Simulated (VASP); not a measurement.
Co, 1 atom in the cell. The structure is cubic, space group Im-3m (No. 229). The conventional cell has a = 2.619 Å, b = 2.619 Å, c = 2.619 Å, α = 90.00°, β = 90.00°, γ = 90.00°. Within 3.0 Å of Co (site symmetry m-3m) lie 14 Co at 2.27 to 2.62 Å. This isn't the form of Co at room conditions, which is hcp.

* Program: VASP 6.6.1
* Task: single point
* Functional: LDA
* Potentials or basis: VASP PAW LDA potentials, release 64 (Co)
* Cutoff: 520 eV
* k mesh: 18 × 18 × 18
* Occupations: fermi-dirac, width 0.05 eV
* Spin: collinear spin, ferromagnetic start
* Starting moments: [1.683] μB
* Dipole correction: no
* Further INCAR settings: ALGO = Normal; EDIFF = 1e-06; NBANDS = 14

Potentials or basis: VASP PAW LDA potentials, release 64 (Co).

Command:

```bash
$ cat potpaw_LDA.64/Co/POTCAR > POTCAR
$ mpirun -np 1 vasp_std > vasp.out
```

Hardware: 1 thread of Intel(R) Xeon(R) Platinum 8488C (Sapphire Rapids) (shared host).

Question: Estimate the wall time of this run.

Answer: It took 34 s on 1 thread of Intel(R) Xeon(R) Platinum 8488C (Sapphire Rapids), on a shared host, peak memory 0.15 GiB. Counts: scf iterations 13, k points 195.
